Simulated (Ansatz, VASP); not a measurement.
Two plane-wave programs on Cd2BiO2

```
Cd Bi O
1.0
     4.48874    0.00000    0.00000
    -2.24437    3.88737    0.00000
     0.00000    0.00000    8.02441
Cd Bi O
2 1 2
Direct
  0.33333 0.66667 0.67187
  0.66667 0.33333 0.67187
  0.00000 0.00000 0.26704
  0.00000 0.00000 0.65259
  0.00000 0.00000 0.02228
```

Alike in both runs: functional PBE; k mesh 6 × 6 × 2; occupations gaussian, width 0.1 eV; no spin polarisation.

Ansatz relaxed the structure, and its values are those at the end. VASP's run is a single point on that final structure, the one shown.

|  | VASP | Ansatz |
| --- | --- | --- |
| version | VASP 6.6.1 | Ansatz 0.2.0 |
| potentials or method | VASP PAW PBE potentials, release 64 (Cd, Bi_d, O), cutoff 520 eV | scalar-relativistic, plane waves, PAW |
| valence electrons in the cell | 51 | 67 |

|  | VASP | Ansatz | Ansatz less VASP |
| --- | --- | --- | --- |
| gap on the k mesh at the Fermi level (eV) | none | none | - |
| pressure (GPa) | 0.3 | -0.1 | -0.33 |
| rms of the force components (eV/Å) | 0.040 | 0.002 | -0.0375 |

A gap of «none» marks a metal or a gap that the smearing closes. VASP's potentials hold 51 valence electrons a cell and Ansatz's 67, so a difference there can come from the potentials and not from the codes.

The k mesh is coarse, so the values compare programs but aren't converged. Spin-orbit coupling is off throughout.
